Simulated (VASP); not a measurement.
Here is a VASP 6.6.1 calculation.

Contents of INCAR:

```
PREC = Accurate
ENCUT = 520
EDIFF = 1E-6
ISMEAR = -1
SIGMA = 0.1
LREAL = False
LASPH = True
NELM = 100
ALGO = Fast
ISIF = 2
LWAVE = False
LCHARG = False
GGA = PS
NBANDS = 14
```

Contents of KPOINTS:

```
regular mesh
0
Gamma
  16 16 14
```

File POSCAR:

```
AlNi
1.0
    1.9386940000     -1.9531901500      0.0000000000
    1.9386940000      1.9531901500      0.0000000000
    0.0000000000      0.0000000000      3.0994300413
Al Ni
1 1
Direct
    0.0000000000      0.0000000000      0.0000000000
    0.5000000000      0.5000000000      0.5000000000
```

Potentials or basis: VASP PAW PBE potentials, release 64 (Al, Ni).

Command:

```sh
$ cat potpaw_PBE.64/Al/POTCAR potpaw_PBE.64/Ni/POTCAR > POTCAR
$ mpirun -np 1 vasp_std > vasp.out
```

Q: What does it give for the pressure?

A: 0.6 GPa.

Q: What does it give for the band gap on the k mesh?

A: Zero (an odd number of electrons rules out a gap without spin polarisation).

Stress tensor (GPa, compression positive):
```
 3.57  0.00  0.00
 0.00  2.00  0.00
 0.00  0.00 -3.84
```

Caveat: the stress differs along the axes, from -4 to 4 GPa; the PAW data sets were made with another functional, which shifts forces and pressure a little. Spin polarisation is off, so any magnetic state and its effect on volume and gap are missing.
